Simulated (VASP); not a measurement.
The system is ZnS.

```
CELL_PARAMETERS angstrom
0.00000 2.70200 2.70200
2.70200 0.00000 2.70200
2.70200 2.70200 0.00000
ATOMIC_POSITIONS crystal
Zn 0.75000 0.75000 0.75000
S 0.00000 0.00000 0.00000
```

```yaml
Program: VASP 6.6.1
Task: relaxation of cell and atoms
Functional: PBEsol
Potentials_or_basis: VASP PAW PBE potentials, release 64 (Zn, S)
Cutoff: 600 eV
k_mesh: 12 × 12 × 12
Occupations: fermi-dirac, width 0.08 eV
Spin: no spin polarisation
```

At the start: pressure -1.7 GPa; volume 19.73 Å³/atom.

Problem. How do energy, volume and symmetry change on relaxing?

Solution. Over 6 steps the energy falls by 2.7 meV/atom and the volume is 19.27 Å³/atom (-2.3 %); space group F-43m (No. 216, to 0.05 Å).

Step by step:
| step | energy change (eV) | largest force (eV/Å) | pressure (GPa) | volume (Å³) |
| --- | --- | --- | --- | --- |
| 1 | 0.0000 | 0.0000 | -1.73 | 39.45 |
| 2 | -0.0049 | 0.0000 | 0.59 | 38.25 |
| 3 | -0.0054 | 0.0000 | -0.03 | 38.51 |
| 4 | -0.0053 | 0.0000 | 0.09 | 38.49 |
| 5 | -0.0053 | 0.0000 | -0.04 | 38.55 |
| 6 | -0.0053 | 0.0000 | 0.01 | 38.54 |

Final structure:
```xyz
2
Lattice="0.0000 2.6809 2.6809 2.6809 0.0000 2.6809 2.6809 2.6809 0.0000" Properties=species:S:1:pos:R:3 pbc="T T T"
Zn    4.0213    4.0213    4.0213
S     2.6809    0.0000    2.6809
```

Caveat: the PAW data sets were made with another functional, which shifts forces and pressure a little.
